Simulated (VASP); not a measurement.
Write the native input for VASP 6.6.1 that does the following.

```yaml
Task: single point
Functional: LDA
Potentials_or_basis: VASP PAW LDA potentials, release 64 (La, Sb)
Cutoff: 500 eV
k_mesh: 3 × 3 × 3
Occupations: gaussian, width 0.1 eV
Spin: no spin polarisation
Dipole_correction: no
Further_INCAR_settings: ALGO = Normal; EDIFF = 1e-06; NBANDS = 15
```

The structure of LaSb lies in POSCAR:

```
LaSb
1.0
    0.0000000000      3.2450000000      3.2450000000
    3.2450000000      0.0000000000      3.2450000000
    3.2450000000      3.2450000000      0.0000000000
La Sb
1 1
Direct
    0.0000000000      0.0000000000      0.0000000000
    0.5000000000      0.5000000000      0.5000000000
```

One way to write it, as run:

INCAR

```
SYSTEM = LaSb
PREC     = Accurate       ! precision mode
ENCUT    = 500            ! plane-wave cutoff, eV
EDIFF    = 1E-6           ! SCF threshold, eV
ISMEAR   = 0              ! smearing method
SIGMA    = 0.1            ! smearing width, eV
LREAL    = .False.        ! projectors in reciprocal space
LASPH    = .True.         ! aspherical terms in the spheres
NELM     = 200            ! most SCF steps
ALGO     = Normal         ! electronic algorithm
ISIF     = 2              ! what is computed and relaxed
LWAVE    = .False.        ! write WAVECAR
LCHARG   = .True.         ! write CHGCAR
GGA      = CA             ! functional
LELF     = .True.         ! ELF
LVHAR    = .True.       
NBANDS   = 15             ! bands
GGA_COMPAT= .False.      
LMAXMIX  = 6              ! l up to which the mixer works
```

KPOINTS

```
regular mesh
0
Gamma
  3 3 3
  0 0 0
```

Potentials or basis: VASP PAW LDA potentials, release 64 (La, Sb).

Command:

```bash
$ cat potpaw_LDA.64/La/POTCAR potpaw_LDA.64/Sb/POTCAR > POTCAR
$ mpirun -np 1 vasp_std > vasp.out
```

Results of the run:

| Quantity | Value |
| --- | --- |
| Pressure | -2.0 GPa |
| Band gap on the k mesh | zero (bands 8 and 9 overlap by 0.19 eV) |

Caveat: the k points lie up to 0.56 Å⁻¹ apart; spin-orbit coupling is left out, which moves the levels of the heavy elements.

It took 5.9 s on 1 thread of AMD EPYC 9R45 (Zen 5), on a shared host, peak memory 0.14 GiB.
